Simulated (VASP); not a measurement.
Ga, 4 atoms in the cell. Symmetry: Cmce, No. 64, orthorhombic system. The conventional cell has a = 4.436 Å, b = 7.484 Å, c = 4.425 Å, α = 90.00°, β = 90.00°, γ = 90.00°. Ga (site symmetry m) has 7 Ga at 2.45 to 2.74 Å within 3.2 Å. 

- Program: VASP 6.6.1
- Task: single point
- Functional: LDA
- Potentials or basis: VASP PAW LDA potentials, release 64 (Ga_d)
- Cutoff: 520 eV
- k mesh: 9 × 9 × 8
- Occupations: fermi-dirac, width 0.1 eV
- Spin: no spin polarisation
- Dipole correction: no
- Further INCAR settings: ALGO = Normal; EDIFF = 1e-06; NBANDS = 34

Potentials or basis: VASP PAW LDA potentials, release 64 (Ga_d).

Launch:

```console
$ cat potpaw_LDA.64/Ga_d/POTCAR > POTCAR
$ mpirun -np 1 vasp_std > vasp.out
```

Hardware: 1 thread of Intel(R) Xeon(R) Platinum 8488C (Sapphire Rapids) (shared host).

Task: How long does it take, and how much memory?

Result: Wall time 3 min on 1 thread of Intel(R) Xeon(R) Platinum 8488C (Sapphire Rapids) (shared host), peak memory 0.31 GiB. Counts: scf iterations 12, k points 125.
